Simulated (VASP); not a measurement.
# GaN (P6_3mc) in VASP: single point with PBEsol

Aim: the single point of GaN with PBEsol.

Program: VASP 6.6.1. These are calculated values, not measurements. Logs are shortened: lines on timing, memory, paths and dates and some standing lists are left out, and cuts for length are marked.

## (1) The cell of the first run

Symmetry: P6_3mc, No. 186, hexagonal system. Conventional cell: a = 3.183 Å, b = 3.183 Å, c = 5.186 Å, α = 90.00°, β = 90.00°, γ = 120.00°. Within 2.6 Å of Ga (site symmetry 3m) lie 4 N at 1.95 Å. N (site symmetry 3m) has 4 Ga at 1.95 Å within 2.6 Å.

## (2) Single point, PBEsol

Contents of INCAR:

```
  PREC = Accurate
  ENCUT = 520
  EDIFF = 1E-6
  ISMEAR = -1
  SIGMA = 0.05
  LREAL = Auto
  LASPH = True
  NELM = 60
  ALGO = Normal
  ISIF = 2
  LWAVE = False
  LCHARG = False
  GGA = PS
  NBANDS = 486
```

Contents of KPOINTS:

```
regular mesh
0
Gamma
  1 1 1
```

Contents of POSCAR:

```
GaN
1.0
    9.5482380000      0.0000000000      0.0000000000
    0.0000000000     11.0253550000      0.0000000000
    0.0000000000      0.0000000000     10.3712360000
Ga N
48 48
Direct
    0.1666670000      0.0833330000      0.2498450000
    0.1666670000      0.0833330000      0.7498450000
    0.0000000000      0.3333330000      0.2498450000
    0.0000000000      0.3333330000      0.7498450000
    0.5000000000      0.0833330000      0.2498450000
    0.5000000000      0.0833330000      0.7498450000
    0.3333330000      0.3333330000      0.2498450000
    0.3333330000      0.3333330000      0.7498450000
    0.1666670000      0.5833330000      0.2498450000
    0.1666670000      0.5833330000      0.7498450000
    0.0000000000      0.8333330000      0.2498450000
    0.0000000000      0.8333330000      0.7498450000
    0.8333330000      0.0833330000      0.2498450000
    0.8333330000      0.0833330000      0.7498450000
    0.6666670000      0.3333330000      0.2498450000
    0.6666670000      0.3333330000      0.7498450000
    0.5000000000      0.5833330000      0.2498450000
    0.5000000000      0.5833330000      0.7498450000
    0.3333330000      0.8333330000      0.2498450000
    0.3333330000      0.8333330000      0.7498450000
    0.8333330000      0.5833330000      0.2498450000
    0.8333330000      0.5833330000      0.7498450000
    0.6666670000      0.8333330000      0.2498450000
    0.6666670000      0.8333330000      0.7498450000
    0.0000000000      0.1666670000      0.4998450000
    0.0000000000      0.1666670000      0.9998450000
    0.3333330000      0.1666670000      0.4998450000
    0.3333330000      0.1666670000      0.9998450000
    0.1666670000      0.4166670000      0.4998450000
    0.1666670000      0.4166670000      0.9998450000
    0.0000000000      0.6666670000      0.4998450000
    0.0000000000      0.6666670000      0.9998450000
    0.6666670000      0.1666670000      0.4998450000
    0.6666670000      0.1666670000      0.9998450000
    0.5000000000      0.4166670000      0.4998450000
    0.5000000000      0.4166670000      0.9998450000
    0.3333330000      0.6666670000      0.4998450000
    0.3333330000      0.6666670000      0.9998450000
    0.1666670000      0.9166670000      0.4998450000
    0.1666670000      0.9166670000      0.9998450000
    0.8333330000      0.4166670000      0.4998450000
    0.8333330000      0.4166670000      0.9998450000
    0.6666670000      0.6666670000      0.4998450000
    0.6666670000      0.6666670000      0.9998450000
    0.5000000000      0.9166670000      0.4998450000
    0.5000000000      0.9166670000      0.9998450000
    0.8333330000      0.9166670000      0.4998450000
    0.8333330000      0.9166670000      0.9998450000
    0.0000000000      0.1666670000      0.1881550000
    0.0000000000      0.1666670000      0.6881550000
    0.3333330000      0.1666670000      0.1881550000
    0.3333330000      0.1666670000      0.6881550000
    0.1666670000      0.4166670000      0.1881550000
    0.1666670000      0.4166670000      0.6881550000
    0.0000000000      0.6666670000      0.1881550000
    0.0000000000      0.6666670000      0.6881550000
    0.6666670000      0.1666670000      0.1881550000
    0.6666670000      0.1666670000      0.6881550000
    0.5000000000      0.4166670000      0.1881550000
    0.5000000000      0.4166670000      0.6881550000
    0.3333330000      0.6666670000      0.1881550000
    0.3333330000      0.6666670000      0.6881550000
    0.1666670000      0.9166670000      0.1881550000
    0.1666670000      0.9166670000      0.6881550000
    0.8333330000      0.4166670000      0.1881550000
    0.8333330000      0.4166670000      0.6881550000
    0.6666670000      0.6666670000      0.1881550000
    0.6666670000      0.6666670000      0.6881550000
    0.5000000000      0.9166670000      0.1881550000
    0.5000000000      0.9166670000      0.6881550000
    0.8333330000      0.9166670000      0.1881550000
    0.8333330000      0.9166670000      0.6881550000
    0.1666670000      0.0833330000      0.4381550000
    0.1666670000      0.0833330000      0.9381550000
    0.0000000000      0.3333330000      0.4381550000
    0.0000000000      0.3333330000      0.9381550000
    0.5000000000      0.0833330000      0.4381550000
    0.5000000000      0.0833330000      0.9381550000
    0.3333330000      0.3333330000      0.4381550000
    0.3333330000      0.3333330000      0.9381550000
    0.1666670000      0.5833330000      0.4381550000
    0.1666670000      0.5833330000      0.9381550000
    0.0000000000      0.8333330000      0.4381550000
    0.0000000000      0.8333330000      0.9381550000
    0.8333330000      0.0833330000      0.4381550000
    0.8333330000      0.0833330000      0.9381550000
    0.6666670000      0.3333330000      0.4381550000
    0.6666670000      0.3333330000      0.9381550000
    0.5000000000      0.5833330000      0.4381550000
    0.5000000000      0.5833330000      0.9381550000
    0.3333330000      0.8333330000      0.4381550000
    0.3333330000      0.8333330000      0.9381550000
    0.8333330000      0.5833330000      0.4381550000
    0.8333330000      0.5833330000      0.9381550000
    0.6666670000      0.8333330000      0.4381550000
    0.6666670000      0.8333330000      0.9381550000
```

Potentials or basis: VASP PAW PBE potentials, release 64 (Ga_d, N).

On the command line:

```console
cat potpaw_PBE.64/Ga_d/POTCAR potpaw_PBE.64/N/POTCAR > POTCAR
mpirun -np 1 vasp_gam > vasp.out
```

OUTCAR:

```text
PREC = Accurate
   ENCUT = 520
   EDIFF = 1E-6
   ISMEAR = -1
   LREAL = Auto
   LASPH = True
   NELM = 60
   ISIF = 2
   GGA = PS

 ion  position               nearest neighbor table
   1  0.167  0.083  0.250-  63 1.95  51 1.95  49 1.95  73 1.95
   2  0.167  0.083  0.750-  64 1.95  52 1.95  50 1.95  74 1.95
   3  0.000  0.333  0.250-  49 1.95  53 1.95  65 1.95  75 1.95
   4  0.000  0.333  0.750-  50 1.95  54 1.95  66 1.95  76 1.95
   5  0.500  0.083  0.250-  69 1.95  57 1.95  51 1.95  77 1.95
   6  0.500  0.083  0.750-  70 1.95  58 1.95  52 1.95  78 1.95
[... 88 lines left out ...]
  95  0.667  0.833  0.438-  43 1.95  47 1.95  45 1.95  23 1.95
  96  0.667  0.833  0.938-  44 1.95  48 1.95  46 1.95  24 1.95

  LATTYP: Found a simple orthorhombic cell.
 ALAT       =     9.5482380000
 B/A-ratio  =     1.0861937040
 C/A-ratio  =     1.1547004798

  Lattice vectors:

 A1 = (  -9.5482380000,   0.0000000000,   0.0000000000)
 A2 = (   0.0000000000,   0.0000000000,  10.3712360000)
 A3 = (   0.0000000000,  11.0253550000,   0.0000000000)

Analysis of symmetry for initial positions (statically):
=====================================================================
 Subroutine PRICEL returns following result:

  LATTYP: Found a hexagonal cell.
 ALAT       =     3.1827523655
 C/A-ratio  =     1.6292872974

  Lattice vectors:

 A1 = (  -3.1827523655,  -0.0000000000,   0.0000000000)
 A2 = (   1.5913761827,  -2.7563387500,   0.0000000000)
 A3 = (   0.0000000000,   0.0000000000,   5.1856180000)

  24 primitive cells build up your supercell.

 Routine SETGRP: Setting up the symmetry group for a
 simple orthorhombic supercell.

 Subroutine GETGRP returns: Found  4 space group operations
 (whereof  2 operations were pure point group operations)
 out of a pool of  8 trial point group operations.

The static configuration has the point symmetry C_1h.
 The point group associated with its full space group is C_2v.

Analysis of symmetry for dynamics (positions and initial velocities):
=====================================================================
 Subroutine PRICEL returns following result:

[... 98 lines left out ...]
   ENCUT  =  520.0 eV  38.22 Ry    6.18 a.u.  17.75 20.50 19.28*2*pi/ulx,y,z
   NELM   =     60;   NELMIN=  2; NELMDL= -5     # of ELM steps
   EDIFF  = 0.1E-05   stopping-criterion for ELM
   LREAL  =      T    real-space projection
   EDIFFG = 0.1E-04   stopping-criterion for IOM
   NSW    =      0    number of steps for IOM
   IBRION =     -1    ionic relax: 0-MD 1-quasi-New 2-CG
   NFREE  =      0    steps in history (QN), initial steepest desc. (CG)
   ISIF   =      2    stress and relaxation
   ISYM   =      2    0-nonsym 1-usesym 2-fastsym
   POTIM  = 0.5000    time-step for ionic-motion
   TEBEG  =    0.0;   TEEND  =   0.0 temperature during run
   PSTRESS=    0.0 pullay stress
   NELECT =     864.0000    total number of electrons
   NUPDOWN=      -1.0000    fix difference up-down
   EMIN   =  10.00;   EMAX   =-10.00  energy-range for DOS
   EFERMI =   0.00;   METHOD = LEGACY
   ISMEAR =    -1;   SIGMA  =   0.05  broadening in eV -4-tet -1-fermi 0-gaus
   EFERMI_NEDOS =   21; number of points for ismear=-14 and -15
   IALGO  =     38    algorithm
   IMIX   =      4    mixing-type and parameters
     AMIX     =   0.40;   BMIX     =  1.00
     AMIX_MAG =   1.60;   BMIX_MAG =  1.00
  volume/ion in A,a.u.               =      11.37        76.75
  Fermi-wavevector in a.u.,A,eV,Ry     =   1.514249  2.861516 31.197480  2.292950
  Thomas-Fermi vector in A             =   2.623932
   LORBIT       =      0    0 simple, 1 ext, 2 COOP (PROOUT), +10 PAW based schemes
   GGA     = PS    functional components
   LHFCALC =     F    Hartree Fock is set to
   AEXX    =    0.0000 exact exchange contribution
   IVDW    =     0    specifies the selected vdW correction
   LEPSILON=     F    determine dielectric tensor
   LRPA    =     F    only Hartree local field effects (RPA)
 non-spin polarized calculation
  energy-cutoff  :      520.00
  volume of cell :     1091.81
 maximum number of plane-waves:     14701
 NGX is ok and might be reduce to    70
   NGX = 35   NGY = 41   NGZ = 39

 number of electron     863.9999704 magnetization

 Free energy of the ion-electron system (eV)
  ---------------------------------------------------
  ext. energy  EPLUGINS =         0.00000000
  ---------------------------------------------------
  free energy    TOTEN  =      -627.69029663 eV

  energy without entropy =     -627.69029659  energy(sigma->0) =     -627.69029661

 E-fermi :   6.2282     XC(G=0): -11.9212

 val. band max:        5.2705381997   @ k =   0.0000   0.0000   0.0000
 cond. band min:       7.1458185092   @ k =   0.0000   0.0000   0.0000
 fundamental gap:      1.8752803094
 Fermi energy:         6.2282479620

 k-point     1 :       0.0000    0.0000    0.0000
  band No.  band energies     occupation
      1     -10.7595      2.00000
      2     -10.2371      2.00000
      3     -10.2371      2.00000
      4     -10.1736      2.00000
      5     -10.1736      2.00000
      6     -10.1147      2.00000
[... 436 lines left out ...]
    443      10.1139      0.00000
    444      10.1139      0.00000
 [bands above 444 left out]

------------------------ aborting loop because EDIFF is reached ----------------------------------------

  FORCE on cell =-STRESS in cart. coord.  units (eV):
  Direction    XX          YY          ZZ          XY          YZ          ZX
  --------------------------------------------------------------------------------------
  -------------------------------------------------------------------------------------
  Total        4.3926400     -6.6698868     -5.3930375      0.0000000      0.0000000      0.0000000
  in kB        6.4459934     -9.7877464     -7.9140300      0.0000000      0.0000000      0.0000000
  external PRESSURE =      -3.7519276 kB  Pullay stress =       0.0000000 kB

 VOLUME and BASIS-vectors are now :
 -----------------------------------------------------------------------------
  energy-cutoff  :      520.00
  volume of cell :     1091.81
      direct lattice vectors                 reciprocal lattice vectors
     9.548238000  0.000000000  0.000000000     0.104731365  0.000000000  0.000000000
     0.000000000 11.025355000  0.000000000     0.000000000  0.090700027  0.000000000
     0.000000000  0.000000000 10.371236000     0.000000000  0.000000000  0.096420523

 POSITION                                       TOTAL-FORCE (eV/Angst)
 -----------------------------------------------------------------------------------
      1.59138      0.91878      2.59120         0.000000     -0.017896      0.002666
      1.59138      0.91878      7.77682         0.000000     -0.017896      0.002666
      0.00000      3.67511      2.59120         0.000000     -0.017896      0.002666
      0.00000      3.67511      7.77682         0.000000     -0.017896      0.002666
      4.77412      0.91878      2.59120         0.000000     -0.017896      0.002666
      4.77412      0.91878      7.77682         0.000000     -0.017896      0.002666
[... 88 lines left out ...]
      6.36550      9.18779      4.54421         0.000000      0.008200     -0.002666
      6.36550      9.18779      9.72983         0.000000      0.008200     -0.002666
 -----------------------------------------------------------------------------------
    total drift:                                0.000000      0.000000      0.084969

  FREE ENERGIE OF THE ION-ELECTRON SYSTEM (eV)
  ---------------------------------------------------
  free  energy   TOTEN  =      -627.6902966339 eV

  energy  without entropy=     -627.6902965913  energy(sigma->0) =     -627.69029661
```

Run time: 21 min. Hardware: 1 thread of AMD EPYC 9755, shared host; peak memory 0.95 GiB.

Results:

```yaml
Free_energy: -627.6903 eV
Pressure: -0.4 GPa
Largest_force: 0.018 eV/Å
Band_gap_on_the_k_mesh: 1.88 eV
```

Forces on the atoms (eV/Å):
```
Ga   0.000 -0.018  0.003
Ga   0.000 -0.018  0.003
Ga   0.000 -0.018  0.003
Ga   0.000 -0.018  0.003
Ga   0.000 -0.018  0.003
Ga   0.000 -0.018  0.003
Ga   0.000 -0.018  0.003
Ga   0.000 -0.018  0.003
Ga   0.000 -0.018  0.003
Ga   0.000 -0.018  0.003
Ga   0.000 -0.018  0.003
Ga   0.000 -0.018  0.003
Ga   0.000 -0.018  0.003
Ga   0.000 -0.018  0.003
Ga   0.000 -0.018  0.003
Ga   0.000 -0.018  0.003
Ga   0.000 -0.018  0.003
Ga   0.000 -0.018  0.003
Ga   0.000 -0.018  0.003
Ga   0.000 -0.018  0.003
Ga   0.000 -0.018  0.003
Ga   0.000 -0.018  0.003
Ga   0.000 -0.018  0.003
Ga   0.000 -0.018  0.003
Ga   0.000  0.018  0.003
Ga   0.000  0.018  0.003
Ga   0.000  0.018  0.003
Ga   0.000  0.018  0.003
Ga   0.000  0.018  0.003
Ga   0.000  0.018  0.003
Ga   0.000  0.018  0.003
Ga   0.000  0.018  0.003
Ga   0.000  0.018  0.003
Ga   0.000  0.018  0.003
Ga   0.000  0.018  0.003
Ga   0.000  0.018  0.003
Ga   0.000  0.018  0.003
Ga   0.000  0.018  0.003
Ga   0.000  0.018  0.003
Ga   0.000  0.018  0.003
Ga   0.000  0.018  0.003
Ga   0.000  0.018  0.003
Ga   0.000  0.018  0.003
Ga   0.000  0.018  0.003
Ga   0.000  0.018  0.003
Ga   0.000  0.018  0.003
Ga   0.000  0.018  0.003
Ga   0.000  0.018  0.003
N    0.000 -0.008 -0.003
N    0.000 -0.008 -0.003
N    0.000 -0.008 -0.003
N    0.000 -0.008 -0.003
N    0.000 -0.008 -0.003
N    0.000 -0.008 -0.003
N    0.000 -0.008 -0.003
N    0.000 -0.008 -0.003
N    0.000 -0.008 -0.003
N    0.000 -0.008 -0.003
N    0.000 -0.008 -0.003
N    0.000 -0.008 -0.003
N    0.000 -0.008 -0.003
N    0.000 -0.008 -0.003
N    0.000 -0.008 -0.003
N    0.000 -0.008 -0.003
N    0.000 -0.008 -0.003
N    0.000 -0.008 -0.003
N    0.000 -0.008 -0.003
N    0.000 -0.008 -0.003
N    0.000 -0.008 -0.003
N    0.000 -0.008 -0.003
N    0.000 -0.008 -0.003
N    0.000 -0.008 -0.003
N    0.000  0.008 -0.003
N    0.000  0.008 -0.003
N    0.000  0.008 -0.003
N    0.000  0.008 -0.003
N    0.000  0.008 -0.003
N    0.000  0.008 -0.003
N    0.000  0.008 -0.003
N    0.000  0.008 -0.003
N    0.000  0.008 -0.003
N    0.000  0.008 -0.003
N    0.000  0.008 -0.003
N    0.000  0.008 -0.003
N    0.000  0.008 -0.003
N    0.000  0.008 -0.003
N    0.000  0.008 -0.003
N    0.000  0.008 -0.003
N    0.000  0.008 -0.003
N    0.000  0.008 -0.003
N    0.000  0.008 -0.003
N    0.000  0.008 -0.003
N    0.000  0.008 -0.003
N    0.000  0.008 -0.003
N    0.000  0.008 -0.003
N    0.000  0.008 -0.003
```

Levels at points of the mesh, in eV from the valence-band top:
```
           k point  band 428  band 429  band 430  band 431  band 432  band 433  band 434  band 435  band 436  band 437
(0.00, 0.00, 0.00)     -0.51     -0.51     -0.05     -0.01      0.00      1.88      4.18      4.20      4.20      4.23
```

Caveat: the k points lie up to 0.66 Å⁻¹ apart; the PAW data sets were made with another functional, which shifts forces and pressure a little.
